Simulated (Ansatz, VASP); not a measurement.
This is a calculation of Pt for VASP 6.6.1.

INCAR

```
PREC = Accurate
ENCUT = 520
EDIFF = 1E-7
ISMEAR = -1
SIGMA = 0.05
LREAL = False
LASPH = True
NELM = 100
ALGO = Normal
ISIF = 2
LWAVE = False
LCHARG = False
GGA = PE
NBANDS = 11
```

File KPOINTS:

```
regular mesh
0
Gamma
  12 12 12
```

The input POSCAR:

```
Pt
1.0
    0.0000000000      1.9343981026      1.9343981026
    1.9343981026      0.0000000000      1.9343981026
    1.9343981026      1.9343981026      0.0000000000
Pt
1
Direct
    0.0000000000      0.0000000000      0.0000000000
```

Potentials or basis: VASP PAW PBE potentials, release 64 (Pt).

The run is started by

```sh
$ cat potpaw_PBE.64/Pt/POTCAR > POTCAR
$ mpirun -np 1 vasp_std > vasp.out
```

**Question.** Set up the same calculation for Ansatz 0.2.0. Potentials there: all-electron LAPW, scalar-relativistic.

**Answer.** As run (the cutoff follows the program's own potentials):

File input.yaml:

```yaml
crystal:
  lattice:
    - [0.0, 1.9343981026, 1.9343981026]
    - [1.9343981026, 0.0, 1.9343981026]
    - [1.9343981026, 1.9343981026, 0.0]
  atoms:
    - { symbol: Pt, position: [0.0, 0.0, 0.0] }
kpoints:
  mp_grid: { grid: [12, 12, 12] }
scf:
  occupations: { method: fermi_dirac, width: 0.05 }
hamiltonian:
  xc: pbe
  pseudopotentials: { kind: all_electron, lapw: { basis_error: 0.0005 } }
output:
  forces: true
  stress: true
  eigenvalues: true
```

Potentials or basis: all-electron LAPW, scalar-relativistic.

Run with:

```bash
$ ansatz run input.yaml --threads 1 --pin off --max-ram 2560MiB --backend cpu --events-out ev --progress --plain --runs-dir out
```

Both were run:

|  | VASP | Ansatz | Ansatz less VASP |
| --- | --- | --- | --- |
| gap on the k mesh at the Fermi level (eV) | none | none | - |
| pressure (GPa) | 23.4 | 23.9 | +0.50 |

A gap of «none» marks a metal or a gap that the smearing closes. Ansatz ran all-electron here, and VASP with PAW potentials.

Spin-orbit coupling is off throughout.
